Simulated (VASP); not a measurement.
Wanted: the native input for a VASP 6.6.1 run.

```yaml
Task: single point
Functional: PBEsol
Potentials_or_basis: VASP PAW PBE potentials, release 64 (Mg, V_sv, Si)
Cutoff: 520 eV
k_mesh: 1 × 1 × 1, shifted
Occupations: fermi-dirac, width 0.05 eV
Spin: collinear spin, ferromagnetic start
Dipole_correction: no
Further_INCAR_settings: LREAL = Auto; ALGO = Normal; EDIFF = 1e-06; NBANDS = 192; ISYM = 0
```

The structure of Mg63VSi32 (a cell with a defect) lies in POSCAR:

```
Mg63VSi32
1.0
   12.6494980000      0.0000000000      0.0000000000
    0.0000000000     12.6494980000      0.0000000000
    0.0000000000      0.0000000000     12.6494980000
Mg V Si
63 1 32
Direct
    0.3752640000      0.1246210000      0.1251650000
    0.3748710000      0.1251370000      0.6251020000
    0.3748550000      0.6245520000      0.1256570000
    0.8749620000      0.1246630000      0.1251670000
    0.8749440000      0.1246630000      0.6254770000
    0.8749650000      0.6250370000      0.1250870000
    0.8753990000      0.6246320000      0.6250480000
    0.1252130000      0.3749490000      0.1248640000
    0.1254380000      0.3751740000      0.6247140000
    0.1248500000      0.8747810000      0.1256400000
    0.1255290000      0.8745010000      0.6261150000
    0.6251270000      0.3745800000      0.1256650000
    0.6247340000      0.3753410000      0.6261560000
    0.6248800000      0.8746670000      0.1246560000
    0.6244490000      0.8742740000      0.6236770000
    0.1251290000      0.1243620000      0.3752710000
    0.1248930000      0.1252090000      0.8752780000
    0.1253660000      0.6241980000      0.3756650000
    0.1255740000      0.6256780000      0.8748460000
    0.6250950000      0.1251540000      0.3750450000
    0.6248760000      0.1241270000      0.8750520000
    0.6246160000      0.6256720000      0.3757530000
    0.6246020000      0.6232360000      0.8748110000
    0.1243780000      0.1245690000      0.1250060000
    0.1250270000      0.1247970000      0.6251820000
    0.1250430000      0.6246900000      0.1252670000
    0.1268280000      0.6241960000      0.6246380000
    0.6249240000      0.1242030000      0.1246930000
    0.6247690000      0.1246860000      0.6250700000
    0.6247830000      0.6246330000      0.1251010000
    0.6242450000      0.6235920000      0.6241970000
    0.3745590000      0.3750420000      0.3754960000
    0.3759770000      0.3754520000      0.8747950000
    0.3759120000      0.8743980000      0.3758430000
    0.3735470000      0.8743030000      0.8747560000
    0.8746580000      0.3750150000      0.3753450000
    0.8754490000      0.3746060000      0.8752140000
    0.8754180000      0.8748170000      0.3750240000
    0.8744280000      0.8746930000      0.8751390000
    0.3750010000      0.3747080000      0.1252750000
    0.3743490000      0.3767160000      0.6245110000
    0.3747780000      0.8744940000      0.1250620000
    0.3738090000      0.8740040000      0.6243050000
    0.8748410000      0.3741630000      0.1250060000
    0.8751060000      0.3748120000      0.6252470000
    0.8744900000      0.8746560000      0.1248060000
    0.8748000000      0.8745490000      0.6250310000
    0.3750150000      0.1247190000      0.3752310000
    0.3748090000      0.1246630000      0.8749860000
    0.3743440000      0.6240730000      0.3771000000
    0.3740100000      0.6237170000      0.8744570000
    0.8748120000      0.1245810000      0.3745340000
    0.8745550000      0.1242090000      0.8750480000
    0.8750330000      0.6247470000      0.3751750000
    0.8748580000      0.6245860000      0.8749040000
    0.1250280000      0.3747050000      0.3751260000
    0.1270840000      0.3768620000      0.8721170000
    0.1270490000      0.8716210000      0.3772380000
    0.1247140000      0.8749130000      0.8752940000
    0.6219320000      0.3768170000      0.3772930000
    0.6252070000      0.3744200000      0.8752850000
    0.6251210000      0.8748850000      0.3748490000
    0.6223450000      0.8720190000      0.8724650000
    0.3750260000      0.6248890000      0.6252400000
    0.9997810000      0.9995380000      0.0001430000
    0.0005210000      0.9992270000      0.5002350000
    0.0005390000      0.4998610000      0.9996650000
    0.0001890000      0.4999310000      0.5004710000
    0.4996600000      0.9986900000      0.9992550000
    0.4997600000      0.9998210000      0.5004920000
    0.4997870000      0.4999710000      0.0003880000
    0.4939140000      0.5051900000      0.5056600000
    0.2501960000      0.2503510000      0.9997150000
    0.2502570000      0.2498700000      0.5003020000
    0.2502710000      0.7494430000      0.0002780000
    0.2554450000      0.7437150000      0.5056740000
    0.7498910000      0.2494430000      0.0000290000
    0.7495080000      0.2503030000      0.5002730000
    0.7490970000      0.7494480000      0.9992250000
    0.7501440000      0.7495220000      0.5003560000
    0.2500960000      0.9992630000      0.2506660000
    0.2502470000      0.9999480000      0.7500070000
    0.2502290000      0.4999610000      0.2504000000
    0.2554650000      0.5052760000      0.7441430000
    0.7498710000      0.9997190000      0.2499060000
    0.7489580000      0.9988710000      0.7498750000
    0.7494740000      0.4998380000      0.2506610000
    0.7501330000      0.4999510000      0.7500080000
    0.9998780000      0.2497010000      0.2501820000
    0.0002560000      0.2499130000      0.7504020000
    0.0002380000      0.7499570000      0.2504300000
    0.0003650000      0.7493570000      0.7496570000
    0.5003200000      0.2498670000      0.2504300000
    0.4994890000      0.2501800000      0.7496560000
    0.4994500000      0.7492880000      0.2506420000
    0.4928610000      0.7425910000      0.7430080000
```

One way to write it, as run:

INCAR

```
PREC     = Accurate       # precision mode
ENCUT    = 520            # plane-wave cutoff, eV
EDIFF    = 1E-6           # SCF threshold, eV
ISMEAR   = -1             # smearing method
SIGMA    = 0.05           # smearing width, eV
LREAL    = Auto         
LASPH    = True           # aspherical terms in the spheres
NELM     = 150            # most SCF steps
ALGO     = Normal         # electronic algorithm
ISIF     = 2              # what is computed and relaxed
LWAVE    = False          # write WAVECAR
LCHARG   = False          # write CHGCAR
ISPIN    = 2              # spin polarisation
MAGMOM   = 0 0 0 0 0 0 0 0 0 0 0 0 0 0 0 0 0 0 0 0 0 0 0 0 0 0 0 0 0 0 0 0 0 0 0 0 0 0 0 0 0 0 0 0 0 0 0 0 0 0 0 0 0 0 0 0 0 0 0 0 0 0 0 1 0 0 0 0 0 0 0 0 0 0 0 0 0 0 0 0 0 0 0 0 0 0 0 0 0 0 0 0 0 0 0 0 # initial moments
LORBIT   = 11             # projections on sites
LMAXMIX  = 4              # l up to which the mixer works
GGA      = PS             # functional
ISYM     = 0            
NBANDS   = 192            # bands
LUSENCCL = False
```

KPOINTS

```
Automatic mesh
0
Gamma
  1 1 1
  0.25 0.25 0.25
```

Potentials or basis: VASP PAW PBE potentials, release 64 (Mg, V_sv, Si).

Run with:

```sh
$ cat potpaw_PBE.64/Mg/POTCAR potpaw_PBE.64/V_sv/POTCAR potpaw_PBE.64/Si/POTCAR > POTCAR
$ mpirun -np 1 vasp_std > vasp.out
```

It gave:

| Item | Value |
| --- | --- |
| Pressure | -0.3 GPa |
| Largest force | 0.077 eV/Å |
| Band gap on the k mesh | 0.17 eV |
| Net moment | 2.87 μB per cell |
| Site moments | Mg +0.00, +0.01, -0.00; V +2.04; Si -0.00, -0.03 μB |
| Valence electrons inside the program's atomic spheres | Mg 0.35, 0.36, 0.34; V 11.39; Si 1.71, 1.70 |

Caveat: the PAW data sets were made with another functional, which shifts forces and pressure a little.

Run time: 8.9 min on 1 × NVIDIA H100 80GB with 1 thread of Intel(R) Xeon(R) Platinum 8481C CPU @ 2.70GHz (Sapphire Rapids) (shared host), peak memory 3.5 GiB.
